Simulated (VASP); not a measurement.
# Pt (Fm-3m) in VASP: a series of runs

Runs on Pt. Level: HSE06. Tasks: single point.

Program: VASP 6.6.1. These are calculated values, not measurements. Logs are shortened: lines on timing, memory, paths and dates and some standing lists are left out, and cuts for length are marked.

## Step 1: The cell of the first run

It takes space group Fm-3m (No. 225, cubic). Conventional cell: a = 3.943 Å, b = 3.943 Å, c = 3.943 Å, α = 90.00°, β = 90.00°, γ = 90.00°. Within 3.7 Å of Pt (site symmetry m-3m) lie 12 Pt at 2.79 Å.

## Step 2: Single point, HSE06

POSCAR

```
Pt
1.0
    0.0000000000      1.9716774509      1.9716774509
    1.9716774509      0.0000000000      1.9716774509
    1.9716774509      1.9716774509      0.0000000000
Pt
1
Direct
    0.0000000000      0.0000000000      0.0000000000
```

INCAR.step1

```
SYSTEM = Pt
PREC = Accurate
ENCUT = 430
EDIFF = 1E-5
ISMEAR = -1
SIGMA = 0.1
LREAL = .False.
LASPH = .True.
NELM = 120
ALGO = Normal
ISIF = 2
LWAVE = .True.
LCHARG = .False.
GGA = PE
NBANDS = 15
GGA_COMPAT = .False.
```

INCAR.step2

```
SYSTEM = Pt
PREC = Accurate
ENCUT = 430
EDIFF = 1E-6
ISMEAR = -1
SIGMA = 0.1
LREAL = .False.
LASPH = .True.
NELM = 120
ALGO = Normal
ISIF = 2
LWAVE = .False.
LCHARG = .False.
GGA = PE
LHFCALC = .True.
HFSCREEN = 0.2079
PRECFOCK = Normal
ISTART = 1
NBANDS = 15
GGA_COMPAT = .False.
```

KPOINTS

```
regular mesh
0
Gamma
  6 6 6
  0 0 0
```

Potentials or basis: VASP PAW PBE potentials, release 64 (Pt_sv_GW).

On the command line:

```console
> cat potpaw_PBE.64/Pt_sv_GW/POTCAR > POTCAR
> cp INCAR.step1 INCAR
> mpirun -np 1 vasp_std > vasp.out
> cp INCAR.step2 INCAR
> mpirun -np 1 vasp_std > vasp.out
```

OUTCAR:

```text
SYSTEM = Pt
   PREC = Accurate
   ENCUT = 430
   EDIFF = 1E-6
   ISMEAR = -1
   LREAL = .False.
   LASPH = .True.
   NELM = 120
   ISIF = 2
   GGA = PE
   LHFCALC = .True.
   HFSCREEN = 0.2079
   PRECFOCK = Normal
   ISTART = 1

 ion  position               nearest neighbor table
   1  0.000  0.000  0.000-

  LATTYP: Found a face centered cubic cell.
 ALAT       =     3.9433549018

  Lattice vectors:

 A1 = (   0.0000000000,   1.9716774509,   1.9716774509)
 A2 = (   1.9716774509,   0.0000000000,   1.9716774509)
 A3 = (   1.9716774509,   1.9716774509,   0.0000000000)

Analysis of symmetry for initial positions (statically):
=====================================================================
 Subroutine PRICEL returns:
 Original cell was already a primitive cell.

 Routine SETGRP: Setting up the symmetry group for a
 face centered cubic supercell.

 Subroutine GETGRP returns: Found 48 space group operations
 (whereof 48 operations were pure point group operations)
 out of a pool of 48 trial point group operations.

The static configuration has the point symmetry O_h .

Analysis of symmetry for dynamics (positions and initial velocities):
=====================================================================
 Subroutine PRICEL returns:
 Original cell was already a primitive cell.

 Routine SETGRP: Setting up the symmetry group for a
 face centered cubic supercell.

 Subroutine GETGRP returns: Found 48 space group operations
 (whereof 48 operations were pure point group operations)
 out of a pool of 48 trial point group operations.

The dynamic configuration has the point symmetry O_h .

 Subroutine INISYM returns: Found 48 space group operations
 (whereof 48 operations are pure point group operations),
 and found     1 'primitive' translations

----------------------------------------------------------------------------------------

                                     Primitive cell

  volume of cell :      15.3298

  direct lattice vectors                    reciprocal lattice vectors
     0.000000000  1.971677451  1.971677451    -0.253591174  0.253591174  0.253591174
     1.971677451  0.000000000  1.971677451     0.253591174 -0.253591174  0.253591174
     1.971677451  1.971677451  0.000000000     0.253591174  0.253591174 -0.253591174

  length of vectors
     2.788372992  2.788372992  2.788372992     0.439232798  0.439232798  0.439232798

  position of ions in fractional coordinates (direct lattice)
     0.000000000  0.000000000  0.000000000

  ion indices of the primitive-cell ions
   primitive index   ion index
                 1           1

----------------------------------------------------------------------------------------

 KPOINTS: regular mesh

Automatic generation of k-mesh.
 Grid dimensions read from file:
 generate k-points for:    6    6    6

 Generating k-lattice:

  Cartesian coordinates                     Fractional coordinates (reciprocal lattice)
    -0.042265196  0.042265196  0.042265196     0.166666667  0.000000000  0.000000000
     0.042265196 -0.042265196  0.042265196     0.000000000  0.166666667  0.000000000
     0.042265196  0.042265196 -0.042265196     0.000000000  0.000000000  0.166666667

  Length of vectors
     0.073205466  0.073205466  0.073205466

  Shift w.r.t. Gamma in fractional coordinates (k-lattice)
     0.000000000  0.000000000  0.000000000

 Subroutine IBZKPT returns following result:
 ===========================================

 Found     16 irreducible k-points:

 Following reciprocal coordinates:
            Coordinates               Weight
  0.000000  0.000000  0.000000      1.000000
  0.166667  0.000000  0.000000      8.000000
  0.333333  0.000000  0.000000      8.000000
  0.500000  0.000000  0.000000      4.000000
  0.166667  0.166667  0.000000      6.000000
  0.333333  0.166667  0.000000     24.000000
[... 8 lines left out ...]
 -0.333333  0.333333  0.166667     24.000000
 -0.333333  0.500000  0.166667     12.000000
   k-points           NKPTS =     16   k-points in BZ     NKDIM =    216   number of bands    NBANDS=     15
   number of dos      NEDOS =    301   number of ions     NIONS =      1
   total plane-waves  NPLWV =   8000
   dimension x,y,z NGX =    20 NGY =   20 NGZ =   20
   dimension x,y,z NGXF=    40 NGYF=   40 NGZF=   40
   ions per type =               1
   NGX,Y,Z   is equivalent  to a cutoff of  11.92, 11.92, 11.92 a.u.
   NGXF,Y,Z  is equivalent  to a cutoff of  23.85, 23.85, 23.85 a.u.
 SYSTEM =  Pt
   PREC   = accura    normal or accurate (medium, high low for compatibility)
   ISTART =      1    job   : 0-new  1-cont  2-samecut
   ICHARG =      0    charge: 1-file 2-atom 10-const
   ISPIN  =      1    spin polarized calculation?
   LNONCOLLINEAR =      F non collinear calculations
   LSORBIT =      F    spin-orbit coupling
   LASPH  =      T    aspherical Exc in radial PAW
   ENCUT  =  430.0 eV  31.60 Ry    5.62 a.u.   4.71  4.71  4.71*2*pi/ulx,y,z
   NELM   =    120;   NELMIN=  2; NELMDL=  0     # of ELM steps
   EDIFF  = 0.1E-05   stopping-criterion for ELM
   LREAL  =      F    real-space projection
   EDIFFG = 0.1E-04   stopping-criterion for IOM
   NSW    =      0    number of steps for IOM
   IBRION =     -1    ionic relax: 0-MD 1-quasi-New 2-CG
   NFREE  =      0    steps in history (QN), initial steepest desc. (CG)
   ISIF   =      2    stress and relaxation
   ISYM   =      3    0-nonsym 1-usesym 2-fastsym
   POTIM  = 0.5000    time-step for ionic-motion
   TEBEG  =    0.0;   TEEND  =   0.0 temperature during run
   PSTRESS=    0.0 pullay stress
   NELECT =      18.0000    total number of electrons
   NUPDOWN=      -1.0000    fix difference up-down
   EMIN   =  10.00;   EMAX   =-10.00  energy-range for DOS
   EFERMI =   0.00;   METHOD = LEGACY
   ISMEAR =    -1;   SIGMA  =   0.10  broadening in eV -4-tet -1-fermi 0-gaus
   EFERMI_NEDOS =   21; number of points for ismear=-14 and -15
   IALGO  =     38    algorithm
   IMIX   =      1    mixing-type and parameters
     AMIX     =   0.40;   BMIX     =  1.00
     AMIX_MAG =   1.60;   BMIX_MAG =  1.00
  volume/ion in A,a.u.               =      15.33       103.45
  Fermi-wavevector in a.u.,A,eV,Ry     =   1.727109  3.263763 40.584903  2.982906
  Thomas-Fermi vector in A             =   2.802295
   LORBIT       =      0    0 simple, 1 ext, 2 COOP (PROOUT), +10 PAW based schemes
   GGA     = PE    functional components
   LHFCALC =     T    Hartree Fock is set to
   PRECFOCK=normal    Normal, Fast or Accurate (Low or Medium for compatibility)
   ENCUT4O =  -1.0   cutoff for four orbital integrals eV
   NKREDX  =     1    reduce k-point grid by
   NKREDY  =     1    reduce k-point grid by
   NKREDZ  =     1    reduce k-point grid by
   AEXX    =    0.2500 exact exchange contribution
   HFSCREEN=    0.2079 screening length (either q_TF or 0.3 A-1)
   HFSCREENC=   0.2079 screening length for correlation (either q_TF or 0.3 A-1)
   ENCUTFOCK=  -1.0 apply spherical cutoff to Coloumb kernel
   IVDW    =     0    specifies the selected vdW correction
   LEPSILON=     F    determine dielectric tensor
   LRPA    =     F    only Hartree local field effects (RPA)
 non-spin polarized calculation
  energy-cutoff  :      430.00
  volume of cell :       15.33
 maximum number of plane-waves:       331
  NGX = 16; NGY = 16; NGZ = 16

 number of electron      18.0000001 magnetization

 Free energy of the ion-electron system (eV)
  ---------------------------------------------------
  ext. energy  EPLUGINS =         0.00000000
  ---------------------------------------------------
  free energy    TOTEN  =        -5.62453102 eV

  energy without entropy =       -5.58455073  energy(sigma->0) =       -5.60454087

 E-fermi :   9.7967     XC(G=0): -11.3568

 val. band max:        9.7029844663   @ k =  -0.3333   0.3333   0.1667
 cond. band min:       9.8004168656   @ k =   0.5000   0.0000   0.0000
 fundamental gap:      0.0974323994
 Fermi energy:         9.7966691660

 k-point     1 :       0.0000    0.0000    0.0000
  band No.  band energies     occupation
      1     -92.9380      2.00000
      2     -45.5951      2.00000
      3     -45.5951      2.00000
      4     -45.5951      2.00000
      5      -0.9085      2.00000
      6       5.5309      2.00000
      7       5.5309      2.00000
      8       5.5309      2.00000
      9       7.6122      2.00000
     10       7.6122      2.00000
     11      25.7429      0.00000
     12      30.8155      0.00000
     13      30.8155      0.00000
     14      30.8155      0.00000
     15      36.2528      0.00000

 k-point     2 :       0.1667    0.0000    0.0000
  band No.  band energies     occupation
      1     -92.9287      2.00000
      2     -45.7310      2.00000
      3     -45.6156      2.00000
      4     -45.6156      2.00000
      5       0.2429      2.00000
      6       5.1982      2.00000
      7       5.8825      2.00000
      8       5.8825      2.00000
      9       7.5569      2.00000
     10       7.5569      2.00000
     11      27.0750      0.00000
     12      27.2042      0.00000
     13      32.4675      0.00000
     14      32.4675      0.00000
     15      36.3715      0.00000

 k-point     3 :       0.3333    0.0000    0.0000
  band No.  band energies     occupation
      1     -92.9101      2.00000
      2     -46.0039      2.00000
      3     -45.6594      2.00000
      4     -45.6594      2.00000
      5       1.8676      2.00000
      6       5.6669      2.00000
      7       5.6669      2.00000
      8       6.4834      2.00000
      9       8.7546      1.99994
     10       8.7546      1.99994
     11      21.4069      0.00000
     12      26.5386      0.00000
     13      32.7205      0.00000
     14      32.7205      0.00000
     15      36.4214      0.00000
[... 199 lines left out ...]
 k-point    15 :      -0.3333    0.3333    0.1667
  band No.  band energies     occupation
      1     -92.8917      2.00000
      2     -46.0257      2.00000
      3     -45.8925      2.00000
      4     -45.7609      2.00000
      5       3.9335      2.00000
      6       4.0149      2.00000
      7       5.4005      2.00000
      8       7.2727      2.00000
      9       9.7030      1.43692
     10      16.5618      0.00000
     11      16.7457      0.00000
     12      23.4156      0.00000
     13      25.1202      0.00000
     14      32.1442      0.00000
     15      36.6034      0.00000

 k-point    16 :      -0.3333    0.5000    0.1667
  band No.  band energies     occupation
      1     -92.8886      2.00000
      2     -46.0397      2.00000
      3     -45.8862      2.00000
      4     -45.8107      2.00000
      5       3.0186      2.00000
      6       3.5857      2.00000
      7       6.5822      2.00000
      8       8.0499      2.00000
      9      10.4615      0.00259
     10      16.7571      0.00000
     11      18.4795      0.00000
     12      21.0479      0.00000
     13      22.9747      0.00000
     14      34.8329      0.00000
     15      35.8409      0.00000

------------------------ aborting loop because EDIFF is reached ----------------------------------------

  FORCE on cell =-STRESS in cart. coord.  units (eV):
  Direction    XX          YY          ZZ          XY          YZ          ZX
  --------------------------------------------------------------------------------------
  -------------------------------------------------------------------------------------
  Total       -0.7512894     -0.7512894     -0.7512894      0.0000000     -0.0000000      0.0000000
  in kB      -78.5199915    -78.5199915    -78.5199915      0.0000000     -0.0000000      0.0000000
  external PRESSURE =     -78.5199915 kB  Pullay stress =       0.0000000 kB

 VOLUME and BASIS-vectors are now :
 -----------------------------------------------------------------------------
  energy-cutoff  :      430.00
  volume of cell :       15.33
      direct lattice vectors                 reciprocal lattice vectors
     0.000000000  1.971677451  1.971677451    -0.253591174  0.253591174  0.253591174
     1.971677451  0.000000000  1.971677451     0.253591174 -0.253591174  0.253591174
     1.971677451  1.971677451  0.000000000     0.253591174  0.253591174 -0.253591174

 POSITION                                       TOTAL-FORCE (eV/Angst)
 -----------------------------------------------------------------------------------
      0.00000      0.00000      0.00000        -0.000000      0.000000     -0.000000
 -----------------------------------------------------------------------------------
    total drift:                               -0.000001     -0.000001     -0.000002

  FREE ENERGIE OF THE ION-ELECTRON SYSTEM (eV)
  ---------------------------------------------------
  free  energy   TOTEN  =        -5.6245310195 eV

  energy  without entropy=       -5.5845507299  energy(sigma->0) =       -5.60454087
```

Wall time 12 min (1 thread of Intel Xeon Platinum 8259CL at 2.50GHz (Skylake/Cascade Lake), shared host); peak memory 0.23 GiB.

What came out:

| Property | Result |
| --- | --- |
| Free energy | -5.6245 eV |
| Pressure | -7.9 GPa |
| Band gap on the k mesh | zero (bands 9 and 10 overlap by 2.93 eV) |

Levels at points of the mesh, in eV from the Fermi level:
| k point | band 6 | band 7 | band 8 | band 9 | band 10 | band 11 | band 12 | band 13 |
| --- | --- | --- | --- | --- | --- | --- | --- | --- |
| (0.00, 0.00, 0.00) | -4.27 | -4.27 | -4.27 | -2.18 | -2.18 | 15.95 | 21.02 | 21.02 |
| (0.50, 0.00, 0.00) | -4.42 | -4.42 | -0.11 | 0.00 | 0.00 | 6.98 | 15.49 | 20.44 |
| (0.50, 0.50, 0.00) | -7.24 | -0.33 | 0.69 | 0.69 | 2.38 | 10.19 | 12.65 | 12.65 |

Caveat: the k points lie up to 0.46 Å⁻¹ apart, too coarse for converged energies and pressures of a metal; the PAW data sets were made with another functional, which shifts forces and pressure a little; spin-orbit coupling is left out, which moves the levels of the heavy elements.

## Step 3: Single point, HSE06

This run uses another cell than the first one, of 14.86 Å³/atom.

POSCAR

```
Pt
1.0
    0.0000000000      1.9513494314      1.9513494314
    1.9513494314      0.0000000000      1.9513494314
    1.9513494314      1.9513494314      0.0000000000
Pt
1
Direct
    0.0000000000      0.0000000000      0.0000000000
```

INCAR.step1

```
PREC = Accurate
ENCUT = 430
EDIFF = 1E-5
ISMEAR = -1
SIGMA = 0.1
LREAL = F
LASPH = T
NELM = 120
ALGO = Normal
ISIF = 2
LWAVE = T
NBANDS = 15
GGA = PE
GGA_COMPAT = F
```

INCAR.step2

```
PREC = Accurate
ENCUT = 430
EDIFF = 1E-6
ISMEAR = -1
SIGMA = 0.1
LREAL = F
LASPH = T
NELM = 120
ALGO = Normal
ISIF = 2
LWAVE = F
LCHARG = T
GGA = PE
LHFCALC = T
HFSCREEN = 0.2079
PRECFOCK = Normal
LELF = T
LVHAR = T
NBANDS = 15
ISTART = 1
GGA_COMPAT = F
```

KPOINTS

```
Automatic mesh
0
Gamma
  6 6 6
```

Potentials or basis: VASP PAW PBE potentials, release 64 (Pt_sv_GW).

On the command line:

```console
> cat potpaw_PBE.64/Pt_sv_GW/POTCAR > POTCAR
> cp INCAR.step1 INCAR
> mpirun -np 1 vasp_std > vasp.out
> cp INCAR.step2 INCAR
> mpirun -np 1 vasp_std > vasp.out
```

It took 8.3 min on 1 thread of Intel Xeon Platinum 8375C at 2.90GHz (Ice Lake), shared host; peak memory 0.23 GiB.

The run converged. Its results:

| Item | Value |
| --- | --- |
| Free energy | -5.6294 eV |
| Pressure | 0.3 GPa |
| Band gap on the k mesh | zero (bands 9 and 10 overlap by 3.07 eV) |

Levels at points of the mesh, in eV from the Fermi level:
| k point | band 5 | band 6 | band 7 | band 8 | band 9 | band 10 | band 11 | band 12 | band 13 | band 14 |
| --- | --- | --- | --- | --- | --- | --- | --- | --- | --- | --- |
| (0.00, 0.00, 0.00) | -11.08 | -4.48 | -4.48 | -4.48 | -2.28 | -2.28 | 15.87 | 21.12 | 21.12 | 21.12 |
| (0.50, 0.00, 0.00) | -8.21 | -4.64 | -4.64 | -0.26 | 0.01 | 0.01 | 7.23 | 15.43 | 20.66 | 20.66 |
| (0.50, 0.50, 0.00) | -8.14 | -7.59 | -0.32 | 0.72 | 0.72 | 2.31 | 10.54 | 12.76 | 12.76 | 22.04 |

Caveat: the k points lie up to 0.46 Å⁻¹ apart, too coarse for converged energies and pressures of a metal; the PAW data sets were made with another functional, which shifts forces and pressure a little; spin-orbit coupling is left out, which moves the levels of the heavy elements.

## Step 4: Single point, HSE06

This run uses another cell than the first one, of 14.86 Å³/atom.

POSCAR is that of step 3.

INCAR.step1

```
SYSTEM = Pt
PREC = Accurate
ENCUT = 430
EDIFF = 1E-5
ISMEAR = -1
SIGMA = 0.1
LREAL = .FALSE.
LASPH = .TRUE.
NELM = 120
ALGO = Normal
ISIF = 2
LWAVE = .TRUE.
LCHARG = .FALSE.
GGA = PE
NBANDS = 15
GGA_COMPAT = .FALSE.
```

INCAR.step2

```
SYSTEM = Pt
PREC = Accurate
ENCUT = 430
EDIFF = 1E-6
ISMEAR = -1
SIGMA = 0.1
LREAL = .FALSE.
LASPH = .TRUE.
NELM = 120
ALGO = Normal
ISIF = 2
LWAVE = .FALSE.
LCHARG = .FALSE.
GGA = PE
LHFCALC = .TRUE.
HFSCREEN = 0.2079
PRECFOCK = Normal
ISTART = 1
NBANDS = 15
GGA_COMPAT = .FALSE.
```

KPOINTS

```
Automatic mesh
0
G
  6 6 6
  0 0 0
```

On the command line:

```console
> cat potpaw_PBE.64/Pt_sv_GW/POTCAR > POTCAR
> cp INCAR.step1 INCAR
> mpirun -np 1 vasp_std > vasp.out
> cp INCAR.step2 INCAR
> mpirun -np 1 vasp_std > vasp.out
```

It took 4.5 min on 1 thread of Intel Xeon 6975P-C (Granite Rapids), shared host; peak memory 0.23 GiB.

Results (log left out):

```
Free energy            : -5.6294 eV
Pressure               : 0.3 GPa
Band gap on the k mesh : zero (bands 9 and 10 overlap by 3.07 eV)
```

Levels at points of the mesh, in eV from the Fermi level:
| k point | band 7 | band 8 | band 9 | band 10 | band 11 | band 12 |
| --- | --- | --- | --- | --- | --- | --- |
| (0.00, 0.00, 0.00) | -4.48 | -4.48 | -2.28 | -2.28 | 15.87 | 21.12 |
| (0.50, 0.00, 0.00) | -4.64 | -0.26 | 0.01 | 0.01 | 7.23 | 15.43 |
| (0.50, 0.50, 0.00) | -0.32 | 0.72 | 0.72 | 2.31 | 10.54 | 12.76 |

Caveat: the k points lie up to 0.46 Å⁻¹ apart, too coarse for converged energies and pressures of a metal; the PAW data sets were made with another functional, which shifts forces and pressure a little; spin-orbit coupling is left out, which moves the levels of the heavy elements.

The gap in the log of VASP goes by the Fermi energy; the results here count the filled bands.